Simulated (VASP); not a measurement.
Set up this calculation in VASP 6.6.1, as the native input.

* Task: single point
* Functional: pbe exchange, lyp correlation
* Potentials or basis: VASP PAW PBE potentials, release 64 (Pb_d)
* Cutoff: 500 eV
* k mesh: 9 × 9 × 9
* Occupations: tetrahedron
* Spin: collinear spin, zero start
* Starting moments: [0.0] μB
* Fixed moment: 0 μB
* Dipole correction: no
* Further INCAR settings: ALGO = Normal; EDIFF = 1e-06; NBANDS = 17

The structure of Pb lies in POSCAR:

```
Pb
1.0
    0.0000000000      2.4750200000      2.4750200000
    2.4750200000      0.0000000000      2.4750200000
    2.4750200000      2.4750200000      0.0000000000
Pb
1
Direct
    0.0000000000      0.0000000000      0.0000000000
```

One way to write it, as run:

INCAR

```
SYSTEM = Pb
ALGO     = Normal         ! electronic algorithm
EDIFF    = 1E-6           ! SCF threshold, eV
ENCUT    = 500            ! plane-wave cutoff, eV
GGA      = LIBXC          ! functional
GGA_COMPAT= .False.      
ISIF     = 2              ! what is computed and relaxed
ISMEAR   = -5             ! smearing method
ISPIN    = 2              ! spin polarisation
LASPH    = .True.         ! aspherical terms in the spheres
LCHARG   = .False.        ! write CHGCAR
LIBXC1   = GGA_X_PBE    
LIBXC2   = GGA_C_LYP    
LORBIT   = 11             ! projections on sites
LREAL    = .False.        ! projectors in reciprocal space
LWAVE    = .False.        ! write WAVECAR
MAGMOM   = 0              ! initial moments
NBANDS   = 17             ! bands
NELM     = 200            ! most SCF steps
NUPDOWN  = 0.0            ! fixed moment
PREC     = Accurate       ! precision mode
SIGMA    = 0.05           ! smearing width, eV
```

KPOINTS

```
k-points
0
Gamma
  9 9 9
  0 0 0
```

Potentials or basis: VASP PAW PBE potentials, release 64 (Pb_d).

Command:

```bash
$ cat potpaw_PBE.64/Pb_d/POTCAR > POTCAR
$ mpirun -np 1 vasp_std > vasp.out
```

Results of the run:

- Pressure: 6.3 GPa
- Net moment: 0.00 μB per cell
- Valence electrons inside the program's atomic spheres: Pb 11.98

Caveat: the cell stands under pressure; the PAW data sets were made with another functional, which shifts forces and pressure a little; the total moment is fixed, so each spin has its own Fermi level.

Run time: 17 s on 1 thread of Intel(R) Xeon(R) 6975P-C (Granite Rapids), with other jobs on the host, peak memory 0.18 GiB.
